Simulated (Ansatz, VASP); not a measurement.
## Ir: VASP beside Ansatz

INCAR

```
SYSTEM = Ir
PREC = Accurate
ENCUT = 520
EDIFF = 1E-7
ISMEAR = 0
SIGMA = 0.15
LREAL = .False.
LASPH = .True.
NELM = 60
ALGO = Normal
ISIF = 2
LWAVE = .False.
LCHARG = .True.
GGA = PE
LELF = .True.
LVHAR = .True.
NBANDS = 10
```

Contents of KPOINTS:

```
regular mesh
0
Gamma
  22 22 22
  0 0 0
```

Contents of POSCAR:

```
Ir
1.0
    0.0000000000      1.8496830890      2.0503737041
    1.8496830890      0.0000000000      2.0503737041
    1.8496830890      1.8496830890      0.0000000000
Ir
1
Direct
    0.0000000000      0.0000000000      0.0000000000
```

Input for Ansatz:

```yaml
crystal:
  lattice:
    - [0.0, 1.849683089, 2.0503737041]
    - [1.849683089, 0.0, 2.0503737041]
    - [1.849683089, 1.849683089, 0.0]
  atoms:
    - { symbol: Ir, position: [0.0, 0.0, 0.0] }
basis:
  ecutwfc: 420
kpoints:
  mp_grid: { grid: [22, 22, 22] }
hamiltonian:
  xc: pbe
  pseudopotentials: { kind: paw, azcp: { folder: soft_1 } }
scf:
  occupations: { method: gaussian, width: 0.15 }
output:
  forces: true
  stress: true
  eigenvalues: true
```

Alike in both runs: task single point; functional PBE; k mesh 22 × 22 × 22; occupations gaussian, width 0.15 eV; no spin polarisation.

```csv
,VASP,Ansatz
version,VASP 6.6.1,Ansatz 0.2.0
potentials or method,"VASP PAW PBE potentials, release 64 (Ir), cutoff 520 eV","scalar-relativistic, plane waves, PAW"
valence electrons in the cell,9,17
```

|  | VASP | Ansatz | Ansatz less VASP |
| --- | --- | --- | --- |
| gap on the k mesh at the Fermi level (eV) | none | none | - |
| pressure (GPa) | 15.9 | 15.2 | -0.76 |
| traceless stress, the component that is largest in VASP (GPa) | -26.87 | -27.01 | -0.140 |

A gap of «none» marks a metal or a gap that the smearing closes. VASP's potentials hold 9 valence electrons a cell and Ansatz's 17, so a difference there can come from the potentials and not from the codes.

Spin-orbit coupling is off throughout.
